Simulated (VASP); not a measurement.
# H5C4N3 (P2_1) in VASP: single point with PBE+D3(BJ)

Aim: the single point of H5C4N3 with PBE+D3(BJ).

Program: VASP 6.6.1. These are calculated values, not measurements. Logs are shortened: lines on timing, memory, paths and dates and some standing lists are left out, and cuts for length are marked.

### 1 The cell of the first run

The typed cell holds 24 atoms: a = 5.218 Å, b = 7.707 Å, c = 6.386 Å, α = 90.00°, β = 114.12°, γ = 90.00°.

### 2 Single point, PBE+D3(BJ)

File INCAR:

```
PREC = Accurate
ENCUT = 520
EDIFF = 1E-6
ISMEAR = 0
SIGMA = 0.02
LREAL = Auto
LASPH = True
NELM = 60
ALGO = Normal
ISIF = 2
LWAVE = False
LCHARG = False
GGA = PE
IVDW = 12
NBANDS = 54
```

File KPOINTS:

```
Automatic mesh
0
Gamma
  4 4 4
```

File POSCAR:

```
H5C4N3
1.0
    5.2177428156      0.0000000000     -0.0008651959
    0.0000000000      7.7067432203      0.0000000000
   -2.6089076232      0.0000000000      5.8287676904
H C N
10 8 6
Direct
    0.2103186761      0.1859452033      0.4999928129
    0.7896813239      0.6859452033      0.5000071871
    0.5979854709      0.2554022998      0.8571285441
    0.4020145291      0.7554022998      0.1428714559
    0.7048905540      0.4158098190      0.7111340528
    0.2951094460      0.9158098190      0.2888659472
    0.2408108328      0.2554073180      0.1429301988
    0.7591891672      0.7554073180      0.8570698012
    0.4938496773      0.4157661930      0.2889575137
    0.5061503227      0.9157661930      0.7110424863
    0.5211163069      0.3470026761      0.7125403888
    0.4788836931      0.8470026761      0.2874596112
    0.3086165559      0.3470058025      0.2875203113
    0.6913834441      0.8470058025      0.7124796887
    0.3408224220      0.4732728076      0.7612242866
    0.6591775780      0.9732728076      0.2387757134
    0.0796688451      0.4733175000      0.2388141505
    0.9203311549      0.9733175000      0.7611858495
    0.3815043905      0.2506343878      0.5000243746
    0.6184956095      0.7506343878      0.4999756254
    0.1864794467      0.5674122350      0.7931991687
    0.8135205533      0.0674122350      0.2068008313
    0.8932904711      0.5674237579      0.2068100400
    0.1067095289      0.0674237579      0.7931899600
```

Potentials or basis: VASP PAW PBE potentials, release 64 (H, C, N).

The run is started by

```sh
> cat potpaw_PBE.64/H/POTCAR potpaw_PBE.64/C/POTCAR potpaw_PBE.64/N/POTCAR > POTCAR
> mpirun -np 1 vasp_std > vasp.out
```

OUTCAR:

```text
PREC = Accurate
   ENCUT = 520
   EDIFF = 1E-6
   ISMEAR = 0
   LREAL = Auto
   LASPH = True
   NELM = 60
   ISIF = 2
   GGA = PE
   IVDW = 12
 IVDW          = 12

 ion  position               nearest neighbor table
   1  0.210  0.186  0.500-  19 1.02
   2  0.790  0.686  0.500-  20 1.02
   3  0.598  0.255  0.857-  11 1.10
   4  0.402  0.755  0.143-  12 1.10
   5  0.705  0.416  0.711-  11 1.10
   6  0.295  0.916  0.289-  12 1.10
   7  0.241  0.255  0.143-  13 1.10
   8  0.759  0.755  0.857-  14 1.10
   9  0.494  0.416  0.289-  13 1.10
  10  0.506  0.916  0.711-  14 1.10
  11  0.521  0.347  0.713-   5 1.10   3 1.10  19 1.45  15 1.47
  12  0.479  0.847  0.287-   6 1.10   4 1.10  20 1.45  16 1.47
  13  0.309  0.347  0.288-   9 1.10   7 1.10  19 1.45  17 1.47
  14  0.691  0.847  0.712-  10 1.10   8 1.10  20 1.45  18 1.47
  15  0.341  0.473  0.761-  21 1.16  11 1.47
  16  0.659  0.973  0.239-  22 1.16  12 1.47
  17  0.080  0.473  0.239-  23 1.16  13 1.47
  18  0.920  0.973  0.761-  24 1.16  14 1.47
  19  0.382  0.251  0.500-   1 1.02  11 1.45  13 1.45
  20  0.618  0.751  0.500-   2 1.02  12 1.45  14 1.45
  21  0.186  0.567  0.793-  15 1.16
  22  0.814  0.067  0.207-  16 1.16
  23  0.893  0.567  0.207-  17 1.16
  24  0.107  0.067  0.793-  18 1.16

  LATTYP: Found a simple monoclinic cell.
 ALAT       =     5.2177428873
 B/A-ratio  =     1.4770262519
 C/A-ratio  =     1.2237428759
 COS(beta)  =    -0.4084255333

  Lattice vectors:

 A1 = (   5.2177428156,   0.0000000000,  -0.0008651959)
 A2 = (   0.0000000000,  -7.7067432203,   0.0000000000)
 A3 = (  -2.6088351924,   0.0000000000,  -5.8279024945)

Analysis of symmetry for initial positions (statically):
=====================================================================
 Subroutine PRICEL returns:
 Original cell was already a primitive cell.

 Routine SETGRP: Setting up the symmetry group for a
 simple monoclinic supercell.

 Subroutine GETGRP returns: Found  2 space group operations
 (whereof  1 operations were pure point group operations)
 out of a pool of  4 trial point group operations.

The static configuration has the point symmetry C_1 .
 The point group associated with its full space group is C_2 .

Analysis of symmetry for dynamics (positions and initial velocities):
=====================================================================
 Subroutine PRICEL returns:
 Original cell was already a primitive cell.

 Routine SETGRP: Setting up the symmetry group for a
 simple monoclinic supercell.

 Subroutine GETGRP returns: Found  2 space group operations
 (whereof  1 operations were pure point group operations)
 out of a pool of  4 trial point group operations.

The dynamic configuration has the point symmetry C_1 .
 The point group associated with its full space group is C_2 .

 Subroutine INISYM returns: Found  2 space group operations
 (whereof  1 operations are pure point group operations),
 and found     1 'primitive' translations

----------------------------------------------------------------------------------------

                                     Primitive cell

  volume of cell :     234.3679

  direct lattice vectors                    reciprocal lattice vectors
     5.217742816  0.000000000 -0.000865196     0.191667980  0.000000000  0.085788983
     0.000000000  7.706743220  0.000000000     0.000000000  0.129756497  0.000000000
    -2.608907623  0.000000000  5.828767690     0.000028450  0.000000000  0.171575585

  length of vectors
     5.217742887  7.706743220  6.385994971     0.209991343  0.129756497  0.171575587

  position of ions in fractional coordinates (direct lattice)
     0.210318676  0.185945203  0.499992813
     0.789681324  0.685945203  0.500007187
     0.597985471  0.255402300  0.857128544
     0.402014529  0.755402300  0.142871456
     0.704890554  0.415809819  0.711134053
     0.295109446  0.915809819  0.288865947
[... 16 lines left out ...]
     0.893290471  0.567423758  0.206810040
     0.106709529  0.067423758  0.793189960

  ion indices of the primitive-cell ions
   primitive index   ion index
                 1           1
                 2           2
                 3           3
                 4           4
                 5           5
                 6           6
[... 16 lines left out ...]
                23          23
                24          24

----------------------------------------------------------------------------------------

 KPOINTS: Automatic mesh

Automatic generation of k-mesh.
 Grid dimensions read from file:
 generate k-points for:    4    4    4

 Generating k-lattice:

  Cartesian coordinates                     Fractional coordinates (reciprocal lattice)
     0.047916995  0.000000000  0.021447246     0.250000000  0.000000000 -0.000000000
     0.000000000  0.032439124  0.000000000     0.000000000  0.250000000  0.000000000
     0.000007113  0.000000000  0.042893896     0.000000000  0.000000000  0.250000000

  Length of vectors
     0.052497836  0.032439124  0.042893897

  Shift w.r.t. Gamma in fractional coordinates (k-lattice)
     0.000000000  0.000000000  0.000000000

 Subroutine IBZKPT returns following result:
 ===========================================

 Found     30 irreducible k-points:

 Following reciprocal coordinates:
            Coordinates               Weight
  0.000000  0.000000  0.000000      1.000000
  0.250000  0.000000  0.000000      2.000000
  0.500000  0.000000  0.000000      1.000000
  0.000000  0.250000  0.000000      2.000000
  0.250000  0.250000  0.000000      4.000000
  0.500000  0.250000  0.000000      2.000000
[... 16 lines left out ...]
  0.250000  0.000000  0.500000      2.000000
  0.500000  0.000000  0.500000      1.000000
 [... further k-points ...]
   k-points           NKPTS =     30   k-points in BZ     NKDIM =     30   number of bands    NBANDS=     54
   number of dos      NEDOS =    301   number of ions     NIONS =     24
   total plane-waves  NPLWV = 115200
   dimension x,y,z NGX =    40 NGY =   60 NGZ =   48
   dimension x,y,z NGXF=    80 NGYF=  120 NGZF=   96
   ions per type =              10   8   6
   NGX,Y,Z   is equivalent  to a cutoff of  12.74, 12.94, 12.50 a.u.
   NGXF,Y,Z  is equivalent  to a cutoff of  25.49, 25.89, 24.99 a.u.
 SYSTEM =  unknown system
   PREC   = accura    normal or accurate (medium, high low for compatibility)
   ISTART =      0    job   : 0-new  1-cont  2-samecut
   ICHARG =      2    charge: 1-file 2-atom 10-const
   ISPIN  =      1    spin polarized calculation?
   LNONCOLLINEAR =      F non collinear calculations
   LSORBIT =      F    spin-orbit coupling
   LASPH  =      T    aspherical Exc in radial PAW
   ENCUT  =  520.0 eV  38.22 Ry    6.18 a.u.   9.70 14.33 11.87*2*pi/ulx,y,z
   NELM   =     60;   NELMIN=  2; NELMDL= -5     # of ELM steps
   EDIFF  = 0.1E-05   stopping-criterion for ELM
   LREAL  =      T    real-space projection
   EDIFFG = 0.1E-04   stopping-criterion for IOM
   NSW    =      0    number of steps for IOM
   IBRION =     -1    ionic relax: 0-MD 1-quasi-New 2-CG
   NFREE  =      0    steps in history (QN), initial steepest desc. (CG)
   ISIF   =      2    stress and relaxation
   ISYM   =      2    0-nonsym 1-usesym 2-fastsym
   POTIM  = 0.5000    time-step for ionic-motion
   TEBEG  =    0.0;   TEEND  =   0.0 temperature during run
   PSTRESS=    0.0 pullay stress
   NELECT =      72.0000    total number of electrons
   NUPDOWN=      -1.0000    fix difference up-down
   EMIN   =  10.00;   EMAX   =-10.00  energy-range for DOS
   EFERMI =   0.00;   METHOD = LEGACY
   ISMEAR =     0;   SIGMA  =   0.02  broadening in eV -4-tet -1-fermi 0-gaus
   EFERMI_NEDOS =   21; number of points for ismear=-14 and -15
   IALGO  =     38    algorithm
   IMIX   =      4    mixing-type and parameters
     AMIX     =   0.40;   BMIX     =  1.00
     AMIX_MAG =   1.60;   BMIX_MAG =  1.00
  volume/ion in A,a.u.               =       9.77        65.90
  Fermi-wavevector in a.u.,A,eV,Ry     =   1.104637  2.087462 16.602145  1.220223
  Thomas-Fermi vector in A             =   2.241113
   LORBIT       =      0    0 simple, 1 ext, 2 COOP (PROOUT), +10 PAW based schemes
   GGA     = PE    functional components
   LHFCALC =     F    Hartree Fock is set to
   AEXX    =    0.0000 exact exchange contribution
   IVDW    =    12    specifies the selected vdW correction
   LEPSILON=     F    determine dielectric tensor
   LRPA    =     F    only Hartree local field effects (RPA)
 non-spin polarized calculation
 Gauss-broadening in eV      SIGMA  =   0.02
  energy-cutoff  :      520.00
  volume of cell :      234.37
 maximum number of plane-waves:      6356
 NGX is ok and might be reduce to    40
   NGX = 19   NGY = 29   NGZ = 23

 number of electron      72.0000005 magnetization

 Free energy of the ion-electron system (eV)
  ---------------------------------------------------
  ext. energy  EPLUGINS =         0.00000000
  ---------------------------------------------------
  free energy    TOTEN  =      -155.45216919 eV

  energy without entropy =     -155.45216919  energy(sigma->0) =     -155.45216919

 E-fermi :  -0.7457     XC(G=0):  -8.2415

 val. band max:       -0.9161355356   @ k =   0.0000   0.0000   0.0000
 cond. band min:       3.3753550122   @ k =   0.0000   0.0000   0.5000
 fundamental gap:      4.2914905478
 Fermi energy:        -0.7457410183

 k-point     1 :       0.0000    0.0000    0.0000
  band No.  band energies     occupation
      1     -18.6601      2.00000
      2     -18.4451      2.00000
      3     -17.6313      2.00000
      4     -17.5936      2.00000
      5     -17.5878      2.00000
      6     -17.4578      2.00000
[... 40 lines left out ...]
     47       7.2003      0.00000
     48       7.5038      0.00000

 k-point     2 :       0.2500    0.0000    0.0000
  band No.  band energies     occupation
      1     -18.6125      2.00000
      2     -18.4579      2.00000
      3     -17.6511      2.00000
      4     -17.6172      2.00000
      5     -17.5610      2.00000
      6     -17.4690      2.00000
[... 1114 lines left out ...]
 k-point    24 :       0.5000    0.0000    0.5000
  band No.  band energies     occupation
      1     -18.5314      2.00000
      2     -18.5029      2.00000
      3     -17.6676      2.00000
      4     -17.6345      2.00000
      5     -17.5323      2.00000
      6     -17.4928      2.00000
[... 40 lines left out ...]
     47       7.1933      0.00000
     48       7.7130      0.00000

 [... further k-points ...]

 [bands above 48 left out]

------------------------ aborting loop because EDIFF is reached ----------------------------------------

 Edisp (eV)   -1.81932

 E8    (eV) :    -0.4496

  FORCE on cell =-STRESS in cart. coord.  units (eV):
  Direction    XX          YY          ZZ          XY          YZ          ZX
  --------------------------------------------------------------------------------------
  -------------------------------------------------------------------------------------
  Total       0.83967     0.57004    -0.01679     0.00000     0.00000     0.00212
  in kB       5.74014     3.89686    -0.11481     0.00000     0.00000     0.01451
  external pressure =        3.17 kB  Pullay stress =        0.00 kB

 VOLUME and BASIS-vectors are now :
 -----------------------------------------------------------------------------
  energy-cutoff  :      520.00
  volume of cell :      234.37
      direct lattice vectors                 reciprocal lattice vectors
     5.217742816  0.000000000 -0.000865196     0.191667980  0.000000000  0.085788983
     0.000000000  7.706743220  0.000000000     0.000000000  0.129756497  0.000000000
    -2.608907623  0.000000000  5.828767690     0.000028450  0.000000000  0.171575585

 POSITION                                       TOTAL-FORCE (eV/Angst)
 -----------------------------------------------------------------------------------
     -0.20705      1.43303      2.91416         0.007816     -0.017077     -0.000034
      2.81588      5.28640      2.91374        -0.007816     -0.017077      0.000034
      0.88397      1.96832      4.99549         0.000118     -0.008976      0.015349
      1.72487      5.82169      0.83242        -0.000118     -0.008976     -0.015349
      1.82265      3.20454      4.14443         0.017688      0.012715      0.002702
      0.78618      7.05791      1.68348        -0.017688      0.012715     -0.002702
[... 16 lines left out ...]
      4.12141      4.37299      1.20467        -0.314587      0.257644     -0.064358
     -1.51258      0.51962      4.62323         0.314587      0.257644      0.064358
 -----------------------------------------------------------------------------------
    total drift:                               -0.000000     -0.029453      0.000000

  FREE ENERGIE OF THE ION-ELECTRON SYSTEM (eV)
  ---------------------------------------------------
  free  energy   TOTEN  =      -157.2714936513 eV

  energy  without entropy=     -157.2714936513  energy(sigma->0) =     -157.27149365
```

It took 19 min on 1 thread of AMD EPYC 7R43 (Zen 3), shared host; peak memory 0.42 GiB.

Results:

| Item | Value |
| --- | --- |
| Free energy | -157.2715 eV |
| Pressure | 0.3 GPa |
| Largest force | 0.416 eV/Å |
| Band gap on the k mesh | 4.29 eV (least direct gap 4.33 eV) |
| Dispersion energy per atom | -0.076 eV |

Forces on the atoms (eV/Å):
```
H    0.008 -0.017  0.000
H   -0.008 -0.017  0.000
H    0.000 -0.009  0.015
H    0.000 -0.009 -0.015
H    0.018  0.013  0.003
H   -0.018  0.013 -0.003
H    0.000 -0.009 -0.016
H    0.000 -0.009  0.016
H    0.018  0.013 -0.003
H   -0.018  0.013  0.003
C    0.003  0.006  0.015
C   -0.003  0.006 -0.015
C    0.008  0.003 -0.017
C   -0.008  0.003  0.017
C    0.318 -0.260 -0.063
C   -0.318 -0.260  0.063
C    0.311 -0.245  0.060
C   -0.311 -0.245 -0.060
N   -0.040 -0.008  0.000
N    0.040 -0.008  0.000
N   -0.315  0.256  0.064
N    0.315  0.256 -0.064
N   -0.315  0.258 -0.064
N    0.315  0.258  0.064
```

Levels at points of the mesh, in eV from the valence-band top:
```
           k point  band 32  band 33  band 34  band 35  band 36  band 37  band 38  band 39  band 40  band 41
(0.00, 0.00, 0.00)    -2.20    -1.92    -1.64    -0.05     0.00     4.84     4.84     5.20     5.23     5.31
(0.50, 0.00, 0.00)    -1.90    -1.84    -1.80    -0.18    -0.04     4.49     4.87     5.05     5.06     5.46
(0.00, 0.50, 0.00)    -2.34    -1.78    -1.78    -0.04    -0.04     5.06     5.06     5.37     5.37     5.51
(0.50, 0.50, 0.00)    -2.00    -1.79    -1.79    -0.10    -0.10     4.66     4.66     5.06     5.06     5.52
(0.00, 0.00, 0.50)    -2.12    -2.12    -1.81    -0.13    -0.03     4.29     4.79     4.93     5.37     5.85
(0.50, 0.00, 0.50)    -1.90    -1.84    -1.80    -0.18    -0.04     4.49     4.87     5.05     5.06     5.46
(0.00, 0.50, 0.50)    -2.40    -1.91    -1.91    -0.06    -0.06     4.51     4.51     5.50     5.50     5.64
(0.50, 0.50, 0.50)    -2.00    -1.79    -1.79    -0.10    -0.10     4.66     4.66     5.06     5.06     5.52
```

A k mesh can miss the band edges. A hybrid or GW would open this gap; PBE tends to underestimate it.
